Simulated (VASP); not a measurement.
# Si7H4Cl in VASP: single point with PBEsol

Aim: the single point of Si7H4Cl with PBEsol.

Program: VASP 6.6.1. These are calculated values, not measurements. Logs are shortened: lines on timing, memory, paths and dates and some standing lists are left out, and cuts for length are marked.

### 1 The cell of the first run

The cell holds a slab with vacuum, 36 atoms: a = 7.679 Å, b = 7.679 Å, c = 21.220 Å, α = 90.00°, β = 90.00°, γ = 90.00°.

### 2 Single point, PBEsol, collinear spin, zero start

The input, INCAR:

```
PREC     = Accurate       # precision mode
ENCUT    = 400            # plane-wave cutoff, eV
EDIFF    = 1E-6           # SCF threshold, eV
ISMEAR   = -1             # smearing method
SIGMA    = 0.02           # smearing width, eV
LREAL    = Auto         
LASPH    = T              # aspherical terms in the spheres
NELM     = 200            # most SCF steps
ALGO     = Normal         # electronic algorithm
ISIF     = 2              # what is computed and relaxed
LWAVE    = F              # write WAVECAR
LCHARG   = F              # write CHGCAR
ISPIN    = 2              # spin polarisation
MAGMOM   = 0 0 0 0 0 0 0 0 0 0 0 0 0 0 0 0 0 0 0 0 0 0 0 0 0 0 0 0 0 0 0 0 0 0 0 0 # initial moments
LORBIT   = 11             # projections on sites
GGA      = PS             # functional
NBANDS   = 86             # bands
GGA_COMPAT= F            
NELMDL   = -8
```

The input, KPOINTS:

```
regular mesh
0
Gamma
  2 2 1
```

The input, POSCAR:

```
Si7H4Cl
1.0
    7.6791800000      0.0000000000      0.0000000000
    0.0000000000      7.6791800000      0.0000000000
    0.0000000000      0.0000000000     21.2197350000
H Si Cl
12 21 3
Direct
    0.4093920184      0.0000000000      0.0471259420
    0.0906079816      0.0000000000      0.0471259420
    0.9093920184      0.0000000000      0.0471259420
    0.5906079816      0.0000000000      0.0471259420
    0.4093920184      0.5000000000      0.0471259420
    0.0906079816      0.5000000000      0.0471259420
    0.9093920184      0.5000000000      0.0471259420
    0.5906079816      0.5000000000      0.0471259420
    0.8713386065      0.3402453127      0.5676951197
    0.9408388656      0.6508849903      0.5696440130
    0.6393685263      0.5550035290      0.5811933090
    0.8478208611      0.5042783214      0.6658543097
    0.2500000000      0.0000000000      0.0879134447
    0.7500000000      0.0000000000      0.0879134447
    0.2500000000      0.5000000000      0.0879134447
    0.7500000000      0.5000000000      0.0879134447
    0.2497042653      0.2490940439      0.1494046933
    0.7498463378      0.2505886045      0.1492945600
    0.2499273360      0.7503311551      0.1532365979
    0.7499563756      0.7498537604      0.1526356950
   -0.0000821702      0.2485373438      0.2109296370
    0.4995659693      0.2484435838      0.2108181841
   -0.0013380335      0.7480878167      0.2179891973
    0.5011962215      0.7480546100      0.2179545598
   -0.0051156504      0.0053168437      0.2783718081
    0.5051366161      0.0053324704      0.2782899975
   -0.0025109452      0.4900144286      0.2780562528
    0.5022808425      0.4898556877      0.2779234519
    0.2500541725      0.1122093765      0.3164788816
    0.7499602822      0.0950436114      0.3361089099
    0.2499352795      0.4134475296      0.3325167350
    0.7497534893      0.4090677650      0.3343638834
    0.8249202389      0.5123626481      0.5958849156
    0.7497498431      0.0119079120      0.4287387661
    0.2492396324      0.4938549428      0.4255884911
    0.7476688917      0.5027771194      0.4257166265
```

Potentials or basis: VASP PAW PBE potentials, release 64 (H, Si, Cl).

Run with:

```sh
$ cat potpaw_PBE.64/H/POTCAR potpaw_PBE.64/Si/POTCAR potpaw_PBE.64/Cl/POTCAR > POTCAR
$ mpirun -np 1 vasp_std > vasp.out
```

OUTCAR:

```text
PREC = Accurate
   ENCUT = 400
   EDIFF = 1E-6
   ISMEAR = -1
   LREAL = Auto
   LASPH = T
   NELM = 200
   ISIF = 2
   ISPIN = 2
   LORBIT = 11
   GGA = PS
   NELMDL = -8

 ion  position               nearest neighbor table
   1  0.409  0.000  0.047-  13 1.50
   2  0.091  0.000  0.047-  13 1.50
   3  0.909  0.000  0.047-  14 1.50
   4  0.591  0.000  0.047-  14 1.50
   5  0.409  0.500  0.047-  15 1.50
   6  0.091  0.500  0.047-  15 1.50
   7  0.909  0.500  0.047-  16 1.50
   8  0.591  0.500  0.047-  16 1.50
   9  0.871  0.340  0.568-  33 1.49
  10  0.941  0.651  0.570-  33 1.49
  11  0.639  0.555  0.581-  33 1.49
  12  0.848  0.504  0.666-  33 1.50
  13  0.250  0.000  0.088-   1 1.50   2 1.50  17 2.32  19 2.37
  14  0.750  0.000  0.088-   3 1.50   4 1.50  18 2.32  20 2.36
  15  0.250  0.500  0.088-   5 1.50   6 1.50  17 2.33  19 2.37
  16  0.750  0.500  0.088-   7 1.50   8 1.50  18 2.32  20 2.36
  17  0.250  0.249  0.149-  13 2.32  22 2.32  21 2.32  15 2.33
[... 5 lines left out ...]
  23  0.999  0.748  0.218-  25 2.35  27 2.36  20 2.36  19 2.37
  24  0.501  0.748  0.218-  26 2.35  28 2.36  20 2.36  19 2.37
  25  0.995  0.005  0.278-  29 2.27  30 2.35  21 2.35  23 2.35
  26  0.505  0.005  0.278-  29 2.27  30 2.35  22 2.35  24 2.35
  27  0.997  0.490  0.278-  32 2.33  31 2.33  21 2.34  23 2.36
  28  0.502  0.490  0.278-  32 2.33  31 2.33  22 2.34  24 2.36
  29  0.250  0.112  0.316-  26 2.27  25 2.27  31 2.34  22 3.13  21 3.13
  30  0.750  0.095  0.336-  34 2.07  25 2.35  26 2.35  32 2.41
  31  0.250  0.413  0.333-  35 2.07  27 2.33  28 2.33  29 2.34
  32  0.750  0.409  0.334-  36 2.07  28 2.33  27 2.33  30 2.41
  33  0.825  0.512  0.596-   9 1.49  10 1.49  11 1.49  12 1.50
  34  0.750  0.012  0.429-  30 2.07
  35  0.249  0.494  0.426-  31 2.07
  36  0.748  0.503  0.426-  32 2.07

  LATTYP: Found a simple tetragonal cell.
 ALAT       =     7.6791800000
 C/A-ratio  =     2.7632813660

  Lattice vectors:

 A1 = (   7.6791800000,   0.0000000000,   0.0000000000)
 A2 = (   0.0000000000,   7.6791800000,   0.0000000000)
 A3 = (   0.0000000000,   0.0000000000,  21.2197350000)

Analysis of symmetry for initial positions (statically):
=====================================================================
 Subroutine PRICEL returns:
 Original cell was already a primitive cell.

 Routine SETGRP: Setting up the symmetry group for a
 simple tetragonal supercell.

 Subroutine GETGRP returns: Found  1 space group operations
[... 214 lines left out ...]

 number of electron     116.9999976 magnetization      -0.0000000

 number of electron     116.9999976 magnetization       0.0000000

 Free energy of the ion-electron system (eV)
  ---------------------------------------------------
  ext. energy  EPLUGINS =         0.00000000
  ---------------------------------------------------
  free energy    TOTEN  =      -165.20065111 eV

  energy without entropy =     -165.20058600  energy(sigma->0) =     -165.20061856

 E-fermi :  -0.4492     XC(G=0):  -4.8702

 val. band max:       -0.6075204709   @ k =   0.0000   0.5000   0.0000
 cond. band min:      -0.2908388715   @ k =   0.5000   0.0000   0.0000
 fundamental gap:      0.3166815994
 Fermi energy:        -0.4491592393

 spin component 1

 k-point     1 :       0.0000    0.0000    0.0000
  band No.  band energies     occupation
      1     -16.7284      1.00000
      2     -16.6101      1.00000
      3     -16.5157      1.00000
      4     -12.5458      1.00000
      5     -11.3627      1.00000
      6     -10.7308      1.00000
[... 281 lines left out ...]
     69       2.4667      0.00000
     70       2.5764      0.00000
 Fermi energy:        -0.4491592393

 spin component 2

 k-point     1 :       0.0000    0.0000    0.0000
  band No.  band energies     occupation
      1     -16.7284      1.00000
      2     -16.6101      1.00000
      3     -16.5157      1.00000
      4     -12.5458      1.00000
      5     -11.3627      1.00000
      6     -10.7308      1.00000
[... 281 lines left out ...]
     69       2.4667      0.00000
     70       2.5764      0.00000
 [bands above 70 left out]

------------------------ aborting loop because EDIFF is reached ----------------------------------------

  FORCE on cell =-STRESS in cart. coord.  units (eV):
  Direction    XX          YY          ZZ          XY          YZ          ZX
  --------------------------------------------------------------------------------------
  -------------------------------------------------------------------------------------
  Total       18.7348490      0.0443519     -0.1721005      0.0183463     -0.1263646      0.0791460
  in kB       23.9878392      0.0567876     -0.2203551      0.0234903     -0.1617955      0.1013374
  external PRESSURE =       7.9414239 kB  Pullay stress =       0.0000000 kB

 VOLUME and BASIS-vectors are now :
 -----------------------------------------------------------------------------
  energy-cutoff  :      400.00
  volume of cell :     1251.32
      direct lattice vectors                 reciprocal lattice vectors
     7.679180000  0.000000000  0.000000000     0.130222237  0.000000000  0.000000000
     0.000000000  7.679180000  0.000000000     0.000000000  0.130222237  0.000000000
     0.000000000  0.000000000 21.219735000     0.000000000  0.000000000  0.047125942

 POSITION                                       TOTAL-FORCE (eV/Angst)
 -----------------------------------------------------------------------------------
      3.14379      0.00000      1.00000        -0.473733     -0.073177     -0.039259
      0.69580      0.00000      1.00000         0.474974     -0.075971     -0.042081
      6.98338      0.00000      1.00000        -0.483259     -0.070466     -0.049890
      4.53539      0.00000      1.00000         0.484102     -0.071111     -0.050888
      3.14379      3.83959      1.00000        -0.471866      0.068783     -0.036758
      0.69580      3.83959      1.00000         0.472918      0.070779     -0.038751
[... 28 lines left out ...]
      1.91396      3.79240      9.03088         0.000297     -0.007159     -0.022551
      5.74148      3.86092      9.03359         0.001848     -0.012135     -0.017291
 -----------------------------------------------------------------------------------
    total drift:                               -0.001716      0.004641      0.001081

  FREE ENERGIE OF THE ION-ELECTRON SYSTEM (eV)
  ---------------------------------------------------
  free  energy   TOTEN  =      -165.2006511137 eV

  energy  without entropy=     -165.2005859986  energy(sigma->0) =     -165.20061856

 total charge

# of ion       s       p       d       tot
------------------------------------------
    1        0.559   0.018   0.000   0.576
    2        0.559   0.018   0.000   0.576
    3        0.559   0.018   0.000   0.577
    4        0.559   0.018   0.000   0.577
    5        0.559   0.018   0.000   0.576
    6        0.559   0.018   0.000   0.576
[... 28 lines left out ...]
   35        1.595   3.505   0.000   5.100
   36        1.595   3.504   0.000   5.099
--------------------------------------------------
tot         27.249  30.741   0.000  57.990

 magnetization (x)

# of ion       s       p       d       tot
------------------------------------------
    1       -0.000  -0.000   0.000  -0.000
    2        0.000  -0.000   0.000   0.000
    3       -0.000   0.000   0.000  -0.000
    4       -0.000  -0.000   0.000  -0.000
    5       -0.000  -0.000   0.000  -0.000
    6       -0.000   0.000   0.000   0.000
[... 28 lines left out ...]
   35        0.000   0.000   0.000   0.000
   36        0.000   0.000   0.000   0.000
--------------------------------------------------
tot          0.000   0.000   0.000   0.000
```

OSZICAR:

```text
N       E                     dE             d eps       ncg     rms          rms(c)
DAV:   1     0.507305012326E+03    0.50731E+03   -0.34351E+04  1376   0.828E+02
DAV:   2    -0.977135837407E+02   -0.60502E+03   -0.57919E+03  1850   0.175E+02
DAV:   3    -0.168775426502E+03   -0.71062E+02   -0.69934E+02  1648   0.579E+01
[... 24 lines left out ...]
DAV:  28    -0.165200644963E+03   -0.39075E-05   -0.52310E-07  1232   0.202E-03    0.251E-03
DAV:  29    -0.165200647288E+03   -0.23249E-05   -0.47458E-07  1124   0.167E-03    0.865E-04
DAV:  30    -0.165200649208E+03   -0.19197E-05   -0.13431E-07  1176   0.101E-03    0.401E-04
DAV:  31    -0.165200650789E+03   -0.15817E-05   -0.10801E-07  1196   0.574E-04    0.417E-04
DAV:  32    -0.165200651114E+03   -0.32427E-06   -0.23404E-08  1120   0.307E-04
   1 F= -.16520065E+03 E0= -.16520062E+03  d E =-.651151E-04  mag=     0.0000
```

stdout:

```text
POSCAR found type information on POSCAR H SiCl
 POSCAR found :  3 types and      36 ions
 scaLAPACK will be used
 -----------------------------------------------------------------------------
|                                                                             |
|                                                                             |
|     You enforced a specific xc type in the INCAR file but a different       |
|     I HOPE YOU KNOW WHAT YOU ARE DOING!                                     |
|                                                                             |
 -----------------------------------------------------------------------------

 LDA part: xc-table for (Slater+PW92), standard interpolation
 POSCAR, INCAR and KPOINTS ok, starting setup
 FFT: planning ... GRIDC
 FFT: planning ... GRID_SOFT
 FFT: planning ... GRID
 WAVECAR not read
 entering main loop
```

Run time: 48 min. Hardware: 1 thread of Intel Xeon 8259CL, shared host; peak memory 1.2 GiB.

What came out:

| Property | Result |
| --- | --- |
| Free energy | -165.2007 eV |
| Largest force | 0.497 eV/Å |
| Net moment | 0.00 μB per cell |
| Valence electrons inside the program's atomic spheres | H 0.58, 0.57 (each value once); Si 1.75, 1.76, 1.72, 1.73, 1.68, 1.69, 1.70, 1.67, 1.71, 1.63, 1.64, 1.77 (each value once); Cl 5.10 |

Forces on the atoms (eV/Å):
```
H   -0.474 -0.073 -0.039
H    0.475 -0.076 -0.042
H   -0.483 -0.070 -0.050
H    0.484 -0.071 -0.051
H   -0.472  0.069 -0.037
H    0.473  0.071 -0.039
H   -0.486  0.080 -0.065
H    0.486  0.080 -0.066
H    0.003 -0.010  0.004
H    0.009  0.007 -0.007
H   -0.009  0.000 -0.004
H    0.001  0.003  0.013
Si  -0.006 -0.167  0.098
Si  -0.001 -0.082  0.082
Si  -0.004  0.115  0.169
Si   0.000  0.134 -0.010
Si   0.000  0.001  0.002
Si   0.000  0.001 -0.002
Si  -0.001  0.000 -0.005
Si   0.001  0.002  0.000
Si  -0.002 -0.002 -0.003
Si   0.005 -0.001 -0.001
Si   0.000 -0.001  0.001
Si   0.000 -0.001  0.001
Si  -0.004 -0.004 -0.006
Si   0.002 -0.005 -0.002
Si  -0.002  0.004 -0.003
Si   0.001  0.005  0.000
Si  -0.001 -0.003  0.011
Si  -0.001 -0.018  0.035
Si   0.000  0.015  0.033
Si  -0.001  0.017  0.045
Si   0.002 -0.007 -0.001
Cl   0.001  0.007 -0.025
Cl   0.000 -0.007 -0.023
Cl   0.002 -0.012 -0.017
```

Caveat: the k points lie up to 0.41 Å⁻¹ apart; there is no dipole correction, which matters where the two faces differ; no moment was typed at the start, so none could form; the PAW data sets were made with another functional, which shifts forces and pressure a little.
